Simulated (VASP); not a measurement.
Set up this calculation in VASP 6.6.1, as the native input.

* Task: single point
* Functional: PBE
* Potentials or basis: VASP PAW PBE potentials, release 64 (Si, O)
* Cutoff: 520 eV
* k mesh: 6 × 6 × 8
* Occupations: gaussian, width 0.05 eV
* Spin: no spin polarisation
* Dipole correction: no
* Further INCAR settings: ALGO = Normal; EDIFF = 1e-07; NBANDS = 25

The structure of SiO2 lies in POSCAR:

```
SiO2
1.0
    4.1088000000      0.0000000000      0.0000000000
    0.0000000000      4.1088000000      0.0000000000
    0.0000000000      0.0000000000      2.9319000000
Si O
2 4
Direct
    0.5000000000      0.5000000000      0.5000000000
    0.0000000000      0.0000000000      0.0000000000
    0.6930127928      0.6930127928      0.0000000000
    0.1930127928      0.8069872072      0.5000000000
    0.3069872072      0.3069872072      0.0000000000
    0.8069872072      0.1930127928      0.5000000000
```

The input as run:

INCAR

```
PREC = Accurate
ENCUT = 520
EDIFF = 1E-7
ISMEAR = 0
SIGMA = 0.05
LREAL = False
LASPH = True
NELM = 100
ALGO = Normal
ISIF = 2
LWAVE = False
LCHARG = True
GGA = PE
LELF = True
LVHAR = True
NBANDS = 25
```

KPOINTS

```
regular mesh
0
Gamma
  6 6 8
```

Potentials or basis: VASP PAW PBE potentials, release 64 (Si, O).

The run is started by

```console
$ cat potpaw_PBE.64/Si/POTCAR potpaw_PBE.64/O/POTCAR > POTCAR
$ mpirun -np 1 vasp_std > vasp.out
```

It gave:

```yaml
Pressure: -9.6 GPa
Largest_force: 0.692 eV/Å
Band_gap_on_the_k_mesh: 4.11 eV
```

Caveat: the cell stands under tension.

It took 84 s on 1 thread of Intel Xeon 8259CL, on a shared host, peak memory 0.19 GiB.
